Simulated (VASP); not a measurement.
Wanted: the native input for a VASP 6.6.1 run.

```
Task                   : single point
Functional             : r2SCAN
Dispersion             : D3(BJ)
Potentials or basis    : VASP PAW PBE potentials, release 64 (Te, Pb_d)
Cutoff                 : 520 eV
k mesh                 : 5 × 5 × 5
Occupations            : fermi-dirac, width 0.1 eV
Spin                   : no spin polarisation
Dipole correction      : no
Further INCAR settings : ALGO = Normal; EDIFF = 1e-07; NBANDS = 17
```

Crystal: TePb.

```
Te Pb
1.0
     0.00000    3.24173    3.24173
     3.24173    0.00000    3.24173
     3.24173    3.24173    0.00000
Te Pb
1 1
Direct
  0.50000 0.50000 0.50000
  0.00000 0.00000 0.00000
```

The input as run:

POSCAR

```
TePb
1.0
    0.0000000000      3.2417342981      3.2417342981
    3.2417342981      0.0000000000      3.2417342981
    3.2417342981      3.2417342981      0.0000000000
Te Pb
1 1
Direct
    0.5000000000      0.5000000000      0.5000000000
    0.0000000000      0.0000000000      0.0000000000
```

INCAR.step1

```
ALGO     = Normal         # electronic algorithm
EDIFF    = 1E-4           # SCF threshold, eV
ENCUT    = 520            # plane-wave cutoff, eV
GGA      = PE             # functional
ISMEAR   = -1             # smearing method
LASPH    = T              # aspherical terms in the spheres
LCHARG   = F              # write CHGCAR
LREAL    = F              # projectors in reciprocal space
LWAVE    = T              # write WAVECAR
NBANDS   = 17             # bands
NELM     = 100            # most SCF steps
PREC     = Accurate       # precision mode
SIGMA    = 0.1            # smearing width, eV
```

INCAR.step2

```
ALGO     = Normal         # electronic algorithm
EDIFF    = 1E-7           # SCF threshold, eV
ENCUT    = 520            # plane-wave cutoff, eV
ISIF     = 2              # what is computed and relaxed
ISMEAR   = -1             # smearing method
ISTART   = 1            
IVDW     = 12             # dispersion correction
LASPH    = T              # aspherical terms in the spheres
LCHARG   = F              # write CHGCAR
LMIXTAU  = T            
LREAL    = F              # projectors in reciprocal space
LWAVE    = F              # write WAVECAR
METAGGA  = R2SCAN         # meta-GGA
NBANDS   = 17             # bands
NELM     = 100            # most SCF steps
PREC     = Accurate       # precision mode
SIGMA    = 0.1            # smearing width, eV
VDW_A1   = 0.49484001   
VDW_A2   = 5.73083694   
VDW_S6   = 1.0          
VDW_S8   = 0.78981345
```

KPOINTS

```
k-points
0
Gamma
  5 5 5
```

Potentials or basis: VASP PAW PBE potentials, release 64 (Te, Pb_d).

Run with:

```bash
$ cat potpaw_PBE.64/Te/POTCAR potpaw_PBE.64/Pb_d/POTCAR > POTCAR
$ cp INCAR.step1 INCAR
$ mpirun -np 1 vasp_std > vasp.out
$ cp INCAR.step2 INCAR
$ mpirun -np 1 vasp_std > vasp.out
```

Results of the run:

* Pressure: 0.2 GPa
* Dispersion energy per atom: -0.187 eV

Caveat: three body term missing; the PAW data sets were made with another functional, which shifts forces and pressure a little.

Run time: 45 s on 1 thread of Intel(R) Xeon(R) 6975P-C (Granite Rapids), with other jobs on the host, peak memory 0.22 GiB.
